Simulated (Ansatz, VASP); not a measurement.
# One calculation of MgI2, two programs

The input POSCAR:

```
MgI2
1.0
    0.0000000000      3.7557205859      3.7181633801
    3.7557205859      0.0000000000      3.7181633801
    3.7557205859      3.7557205859      0.0000000000
Mg I
1 2
Direct
    0.0000000000      0.0000000000      0.0000000000
    0.2500000000      0.2500000000      0.2500000000
    0.7500000000      0.7500000000      0.7500000000
```

Contents of INCAR.step1:

```
SYSTEM = MgI2
  PREC = Accurate
  ENCUT = 520
  ISMEAR = 0
  SIGMA = 0.01
  LREAL = .FALSE.
  LASPH = .TRUE.
  NELM = 60
  NBANDS = 15
  GGA = PE
  ALGO = Normal
  EDIFF = 1E-4
  LWAVE = .TRUE.
  LCHARG = .FALSE.
```

INCAR.step2

```
SYSTEM = MgI2
  PREC = Accurate
  ENCUT = 520
  EDIFF = 1E-6
  ISMEAR = 0
  SIGMA = 0.01
  LREAL = .FALSE.
  LASPH = .TRUE.
  NELM = 60
  ALGO = Normal
  ISIF = 2
  LWAVE = .FALSE.
  LCHARG = .FALSE.
  METAGGA = R2SCAN
  LMIXTAU = .TRUE.
  NBANDS = 15
  ISTART = 1
```

The input KPOINTS:

```
regular mesh
0
G
  6 6 6
  0 0 0
```

Input for Ansatz:

```yaml
crystal:
  lattice:
    - [0.0, 3.7557205859, 3.7181633801]
    - [3.7557205859, 0.0, 3.7181633801]
    - [3.7557205859, 3.7557205859, 0.0]
  atoms:
    - { symbol: Mg, position: [0.0, 0.0, 0.0] }
    - { symbol: I, position: [0.25, 0.25, 0.25] }
    - { symbol: I, position: [0.75, 0.75, 0.75] }
kpoints:
  mp_grid: { grid: [6, 6, 6] }
  band_path:
    path:
      - [0.0, 0.0, 0.0]
      - [0.5, 0.0, 0.5]
      - [0.625, 0.25, 0.625]
      - [0.375, 0.375, 0.75]
      - [0.5, 0.5, 0.5]
      - [0.5, 0.25, 0.75]
      - [0.5, 0.5, 0.0]
    npoints: 1
hamiltonian:
  xc: r2scan
scf:
  occupations: { method: fixed }
  n_extra_bands: 4
output:
  forces: true
  stress: true
  eigenvalues: true
```

Change from the starting cell: uniaxial_z strain -1.0%.

Alike in both runs: task single point; functional r2SCAN; k mesh 6 × 6 × 6; no spin polarisation.

|  | VASP | Ansatz |
| --- | --- | --- |
| version | VASP 6.6.1 | Ansatz 0.2.0 |
| potentials or method | VASP PAW PBE potentials, release 64 (Mg, I) | plane waves, PAW |
| plane-wave cutoff (eV) | 520 | 500 |
| occupations | gaussian, width 0.01 eV | fixed |
| valence electrons in the cell | 16 | 44 |

```csv
,VASP,Ansatz,Ansatz less VASP
gap on the k mesh at the Fermi level (eV),1.26,1.30,+0.046
pressure (GPa),0.2,0.3,+0.09
"traceless stress, the component that is largest in VASP (GPa)",0.65,0.65,-0.002
```

VASP's potentials were made for PBE, not for r2SCAN. VASP's potentials hold 16 valence electrons a cell and Ansatz's 44, so a difference there can come from the potentials and not from the codes.

Spin-orbit coupling is off throughout.
